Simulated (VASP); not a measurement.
# GaN (P1) in VASP: single point with PBE

Aim: the single point of GaN with PBE.

Program: VASP 6.6.1. These are calculated values, not measurements. Logs are shortened: lines on timing, memory, paths and dates and some standing lists are left out, and cuts for length are marked.

## 1. The cell of the first run

The typed cell holds 8 atoms: a = 3.180 Å, b = 3.180 Å, c = 10.337 Å, α = 89.12°, β = 88.24°, γ = 60.00°.

## 2. Single point, PBE (the part above a cut slid along it)

The input, INCAR:

```
SYSTEM = GaN
PREC     = Accurate       ! precision mode
ENCUT    = 520            ! plane-wave cutoff, eV
EDIFF    = 1E-6           ! SCF threshold, eV
ISMEAR   = 0              ! smearing method
SIGMA    = 0.05           ! smearing width, eV
LREAL    = .FALSE.        ! projectors in reciprocal space
LASPH    = .TRUE.         ! aspherical terms in the spheres
NELM     = 100            ! most SCF steps
ALGO     = Normal         ! electronic algorithm
ISIF     = 2              ! what is computed and relaxed
LWAVE    = .FALSE.        ! write WAVECAR
LCHARG   = .FALSE.        ! write CHGCAR
GGA      = PE             ! functional
NBANDS   = 46             ! bands
```

The input, KPOINTS:

```
regular mesh
0
G
  10 10 3
  0 0 0
```

The input, POSCAR:

```
GaN
1.0
   -3.1799996605      0.0000000000      0.0000000000
   -1.5899998302     -2.7539604900      0.0000000000
   -0.3179999660      0.0000000000     10.3320000000
Ga N
4 4
Direct
    0.2427083333      0.3333333333      0.9062500000
    0.2927083333      0.3333333333      0.4062500000
    0.6510416667      0.6666666667      0.1562500000
    0.6010416667      0.6666666667      0.6562500000
    0.3239583333      0.3333333333      0.0937500000
    0.2739583333      0.3333333333      0.5937500000
    0.6322916667      0.6666666667      0.3437500000
    0.5822916667      0.6666666667      0.8437500000
```

Potentials or basis: VASP PAW PBE potentials, release 64 (Ga_d, N).

On the command line:

```console
$ cat potpaw_PBE.64/Ga_d/POTCAR potpaw_PBE.64/N/POTCAR > POTCAR
$ mpirun -np 1 vasp_std > vasp.out
```

OUTCAR:

```text
SYSTEM = GaN
   PREC = Accurate
   ENCUT = 520
   EDIFF = 1E-6
   ISMEAR = 0
   LREAL = .FALSE.
   LASPH = .TRUE.
   NELM = 100
   ISIF = 2
   GGA = PE

 ion  position               nearest neighbor table
   1  0.243  0.333  0.906-   8 1.95   8 1.95   8 1.95   5 1.96
   2  0.293  0.333  0.406-   6 1.94   7 1.95   7 1.95   7 1.95
   3  0.651  0.667  0.156-   7 1.94   5 1.95   5 1.95   5 1.95
   4  0.601  0.667  0.656-   8 1.94   6 1.95   6 1.95   6 1.95
   5  0.324  0.333  0.094-   3 1.95   3 1.95   3 1.95   1 1.96
   6  0.274  0.333  0.594-   2 1.94   4 1.95   4 1.95   4 1.95
   7  0.632  0.667  0.344-   3 1.94   2 1.95   2 1.95   2 1.95
   8  0.582  0.667  0.844-   4 1.94   1 1.95   1 1.95   1 1.95

  LATTYP: Found a base centered monoclinic cell.
 ALAT       =     3.1799996605
 B/A-ratio  =     1.7320508076
 C/A-ratio  =     3.2505954945
 COS(beta)  =    -0.0307635940

  Lattice vectors:

 A1 = (   1.5899998303,  -2.7539604900,   0.0000000000)
 A2 = (   1.5899998302,   2.7539604900,   0.0000000000)
 A3 = (  -0.3179999660,   0.0000000000,  10.3320000000)

Analysis of symmetry for initial positions (statically):
=====================================================================
 Subroutine PRICEL returns:
 Original cell was already a primitive cell.

 Routine SETGRP: Setting up the symmetry group for a
 base centered monoclinic supercell.

 Subroutine GETGRP returns: Found  1 space group operations
 (whereof  1 operations were pure point group operations)
 out of a pool of  4 trial point group operations.

The static configuration has the point symmetry C_1 .

Analysis of symmetry for dynamics (positions and initial velocities):
=====================================================================
 Subroutine PRICEL returns:
 Original cell was already a primitive cell.

 Routine SETGRP: Setting up the symmetry group for a
 base centered monoclinic supercell.

 Subroutine GETGRP returns: Found  1 space group operations
 (whereof  1 operations were pure point group operations)
 out of a pool of  4 trial point group operations.

The dynamic configuration has the point symmetry C_1 .

 Subroutine INISYM returns: Found  1 space group operations
 (whereof  1 operations are pure point group operations),
 and found     1 'primitive' translations

----------------------------------------------------------------------------------------

                                     Primitive cell

  volume of cell :      90.4835

  direct lattice vectors                    reciprocal lattice vectors
    -3.179999661  0.000000000  0.000000000    -0.314465442  0.181556708 -0.009678668
    -1.589999830 -2.753960490  0.000000000     0.000000000 -0.363113416  0.000000000
    -0.317999966  0.000000000 10.332000000     0.000000000  0.000000000  0.096786682

  length of vectors
     3.179999661  3.179999660 10.336892569     0.363242384  0.363113416  0.096786682

  position of ions in fractional coordinates (direct lattice)
     0.242708333  0.333333333  0.906250000
     0.292708333  0.333333333  0.406250000
     0.651041667  0.666666667  0.156250000
     0.601041667  0.666666667  0.656250000
     0.323958333  0.333333333  0.093750000
     0.273958333  0.333333333  0.593750000
     0.632291667  0.666666667  0.343750000
     0.582291667  0.666666667  0.843750000

  ion indices of the primitive-cell ions
   primitive index   ion index
                 1           1
                 2           2
                 3           3
                 4           4
                 5           5
                 6           6
                 7           7
                 8           8

----------------------------------------------------------------------------------------

 KPOINTS: regular mesh

Automatic generation of k-mesh.
 Grid dimensions read from file:
 generate k-points for:   10   10    3

 Generating k-lattice:

  Cartesian coordinates                     Fractional coordinates (reciprocal lattice)
    -0.031446544  0.018155671 -0.000967867     0.100000000 -0.000000000 -0.000000000
     0.000000000 -0.036311342  0.000000000     0.000000000  0.100000000  0.000000000
     0.000000000  0.000000000  0.032262227     0.000000000  0.000000000  0.333333333

  Length of vectors
     0.036324238  0.036311342  0.032262227

  Shift w.r.t. Gamma in fractional coordinates (k-lattice)
     0.000000000  0.000000000  0.000000000

 Subroutine IBZKPT returns following result:
 ===========================================

 Found    152 irreducible k-points:

 Following reciprocal coordinates:
            Coordinates               Weight
  0.000000  0.000000  0.000000      1.000000
  0.100000 -0.000000 -0.000000      2.000000
 -0.100000 -0.100000  0.000000      2.000000
  0.200000 -0.000000 -0.000000      2.000000
 -0.200000 -0.200000  0.000000      2.000000
  0.300000 -0.000000 -0.000000      2.000000
[... 16 lines left out ...]
  0.300000  0.400000 -0.000000      2.000000
 -0.200000  0.100000  0.000000      2.000000
 [... further k-points ...]
   k-points           NKPTS =    152   k-points in BZ     NKDIM =    152   number of bands    NBANDS=     46
   number of dos      NEDOS =    301   number of ions     NIONS =      8
   total plane-waves  NPLWV =  46080
   dimension x,y,z NGX =    24 NGY =   24 NGZ =   80
   dimension x,y,z NGXF=    48 NGYF=   48 NGZF=  160
   ions per type =               4   4
   NGX,Y,Z   is equivalent  to a cutoff of  12.55, 12.55, 12.87 a.u.
   NGXF,Y,Z  is equivalent  to a cutoff of  25.09, 25.09, 25.73 a.u.
 SYSTEM =  GaN
   PREC   = accura    normal or accurate (medium, high low for compatibility)
   ISTART =      0    job   : 0-new  1-cont  2-samecut
   ICHARG =      2    charge: 1-file 2-atom 10-const
   ISPIN  =      1    spin polarized calculation?
   LNONCOLLINEAR =      F non collinear calculations
   LSORBIT =      F    spin-orbit coupling
   LASPH  =      T    aspherical Exc in radial PAW
   ENCUT  =  520.0 eV  38.22 Ry    6.18 a.u.   5.91  5.91 19.22*2*pi/ulx,y,z
   NELM   =    100;   NELMIN=  2; NELMDL= -5     # of ELM steps
   EDIFF  = 0.1E-05   stopping-criterion for ELM
   LREAL  =      F    real-space projection
[... 7 lines left out ...]
   TEBEG  =    0.0;   TEEND  =   0.0 temperature during run
   PSTRESS=    0.0 pullay stress
   NELECT =      72.0000    total number of electrons
   NUPDOWN=      -1.0000    fix difference up-down
   EMIN   =  10.00;   EMAX   =-10.00  energy-range for DOS
   EFERMI =   0.00;   METHOD = LEGACY
   ISMEAR =     0;   SIGMA  =   0.05  broadening in eV -4-tet -1-fermi 0-gaus
   EFERMI_NEDOS =   21; number of points for ismear=-14 and -15
   IALGO  =     38    algorithm
   IMIX   =      4    mixing-type and parameters
     AMIX     =   0.40;   BMIX     =  1.00
     AMIX_MAG =   1.60;   BMIX_MAG =  1.00
  volume/ion in A,a.u.               =      11.31        76.33
  Fermi-wavevector in a.u.,A,eV,Ry     =   1.517036  2.866783 31.312431  2.301399
  Thomas-Fermi vector in A             =   2.626346
   LORBIT       =      0    0 simple, 1 ext, 2 COOP (PROOUT), +10 PAW based schemes
   GGA     = PE    functional components
   LHFCALC =     F    Hartree Fock is set to
   AEXX    =    0.0000 exact exchange contribution
   IVDW    =     0    specifies the selected vdW correction
   LEPSILON=     F    determine dielectric tensor
   LRPA    =     F    only Hartree local field effects (RPA)
 non-spin polarized calculation
 Gauss-broadening in eV      SIGMA  =   0.05
  energy-cutoff  :      520.00
  volume of cell :       90.48
 maximum number of plane-waves:      2456
   NGX = 11   NGY = 11   NGZ = 39

 number of electron      71.9999997 magnetization

 Free energy of the ion-electron system (eV)
  ---------------------------------------------------
  ext. energy  EPLUGINS =         0.00000000
  ---------------------------------------------------
  free energy    TOTEN  =       -48.48358255 eV

  energy without entropy =      -48.48358255  energy(sigma->0) =      -48.48358255

 E-fermi :   5.7814     XC(G=0): -11.7266

 val. band max:        5.5077389023   @ k =   0.0000   0.0000   0.0000
 cond. band min:       7.3718323947   @ k =   0.0000   0.0000   0.0000
 fundamental gap:      1.8640934924
 Fermi energy:         5.7813800661

 k-point     1 :       0.0000    0.0000    0.0000
  band No.  band energies     occupation
      1     -10.6328      2.00000
      2     -10.0611      2.00000
      3     -10.0309      2.00000
      4      -9.6637      2.00000
      5      -8.0424      2.00000
      6      -8.0381      2.00000
[... 38 lines left out ...]
     45      15.4933      0.00000
     46      15.7192      0.00000

 k-point     2 :       0.1000   -0.0000   -0.0000
  band No.  band energies     occupation
      1     -10.5333      2.00000
      2      -9.9985      2.00000
      3      -9.9657      2.00000
      4      -9.6386      2.00000
      5      -8.0324      2.00000
      6      -8.0228      2.00000
[... 38 lines left out ...]
     45      15.4256      0.00000
     46      15.6623      0.00000

 k-point     3 :      -0.1000   -0.1000    0.0000
  band No.  band energies     occupation
      1     -10.5335      2.00000
      2      -9.9991      2.00000
      3      -9.9653      2.00000
      4      -9.6390      2.00000
      5      -8.0337      2.00000
      6      -8.0151      2.00000
[... 38 lines left out ...]
     45      15.5775      0.00000
     46      15.7398      0.00000

 k-point     4 :       0.2000   -0.0000   -0.0000
  band No.  band energies     occupation
      1     -10.2740      2.00000
      2      -9.8455      2.00000
      3      -9.8107      2.00000
      4      -9.5821      2.00000
      5      -8.0027      2.00000
      6      -7.9864      2.00000
[... 920 lines left out ...]
     45      15.0605      0.00000
     46      15.2648      0.00000

 k-point    23 :       0.3000    0.4000   -0.0000
  band No.  band energies     occupation
      1      -9.8247      2.00000
      2      -9.6201      2.00000
      3      -9.5863      2.00000
      4      -9.5082      2.00000
      5      -7.9738      2.00000
      6      -7.9519      2.00000
[... 38 lines left out ...]
     45      14.7017      0.00000
     46      15.1435      0.00000

 k-point    24 :      -0.2000    0.1000    0.0000
  band No.  band energies     occupation
      1     -10.0728      2.00000
      2      -9.7361      2.00000
      3      -9.7049      2.00000
      4      -9.5451      2.00000
      5      -7.9793      2.00000
      6      -7.9700      2.00000
[... 38 lines left out ...]
     45      15.1989      0.00000
     46      15.3557      0.00000

 [... further k-points ...]
[... 5 lines left out ...]
  --------------------------------------------------------------------------------------
  -------------------------------------------------------------------------------------
  Total        3.4685026      3.7398065      4.7905888      0.2202967      0.0605530      1.4098319
  in kB       61.4162699     66.2202075     84.8262562      3.9007616      1.0722027     24.9636878
  external PRESSURE =      70.8209112 kB  Pullay stress =       0.0000000 kB

 VOLUME and BASIS-vectors are now :
 -----------------------------------------------------------------------------
  energy-cutoff  :      520.00
  volume of cell :       90.48
      direct lattice vectors                 reciprocal lattice vectors
    -3.179999661  0.000000000  0.000000000    -0.314465442  0.181556708 -0.009678668
    -1.589999830 -2.753960490  0.000000000     0.000000000 -0.363113416  0.000000000
    -0.317999966  0.000000000 10.332000000     0.000000000  0.000000000  0.096786682

 POSITION                                       TOTAL-FORCE (eV/Angst)
 -----------------------------------------------------------------------------------
     -1.59000     -0.91799      9.36338        -0.383463      0.025461      0.035776
     -1.59000     -0.91799      4.19738         0.007053     -0.000124     -0.157665
     -3.18000     -1.83597      1.61438         0.092902     -0.046531     -0.093035
     -3.18000     -1.83597      6.78038        -0.032823     -0.005139     -0.162759
     -1.59000     -0.91799      0.96863         0.418656      0.058783     -0.057707
     -1.59000     -0.91799      6.13463        -0.002589     -0.001998      0.153046
     -3.18000     -1.83597      3.55163         0.029177      0.004257      0.160352
     -3.18000     -1.83597      8.71762        -0.128914     -0.034709      0.121993
 -----------------------------------------------------------------------------------
    total drift:                               -0.000059     -0.000018     -0.001408

  FREE ENERGIE OF THE ION-ELECTRON SYSTEM (eV)
  ---------------------------------------------------
  free  energy   TOTEN  =       -48.4835825453 eV

  energy  without entropy=      -48.4835825453  energy(sigma->0) =      -48.48358255
```

Run time: 16 min. Hardware: 1 thread of Intel Xeon 8259CL, shared host; peak memory 0.53 GiB.

What came out:

* Free energy: -48.4836 eV
* Pressure: 7.1 GPa
* Largest force: 0.427 eV/Å
* Band gap on the k mesh: 1.86 eV

Forces in eV/Å, atoms in the order of the input:
```
Ga  -0.383  0.025  0.036
Ga   0.007  0.000 -0.158
Ga   0.093 -0.047 -0.093
Ga  -0.033 -0.005 -0.163
N    0.419  0.059 -0.058
N   -0.003 -0.002  0.153
N    0.029  0.004  0.160
N   -0.129 -0.035  0.122
```

Levels at points of the mesh, in eV from the valence-band top:
| k point | band 32 | band 33 | band 34 | band 35 | band 36 | band 37 | band 38 | band 39 | band 40 | band 41 |
| --- | --- | --- | --- | --- | --- | --- | --- | --- | --- | --- |
| (0.00, 0.00, 0.00) | -0.60 | -0.59 | -0.18 | -0.08 | 0.00 | 1.86 | 4.17 | 4.22 | 4.24 | 8.37 |
| (0.50, 0.00, 0.00) | -2.15 | -2.06 | -2.02 | -1.85 | -1.06 | 4.30 | 4.48 | 5.10 | 5.47 | 5.67 |
| (0.50, 0.50, 0.00) | -2.08 | -2.03 | -2.00 | -1.75 | -1.07 | 4.14 | 4.31 | 4.95 | 5.54 | 6.24 |
| (0.00, 0.50, 0.00) | -2.14 | -2.00 | -2.00 | -1.86 | -1.07 | 4.26 | 4.35 | 5.02 | 5.46 | 5.99 |

Caveat: the cell differs from its parent crystal (the part above a cut slid along it); the cell stands under pressure.
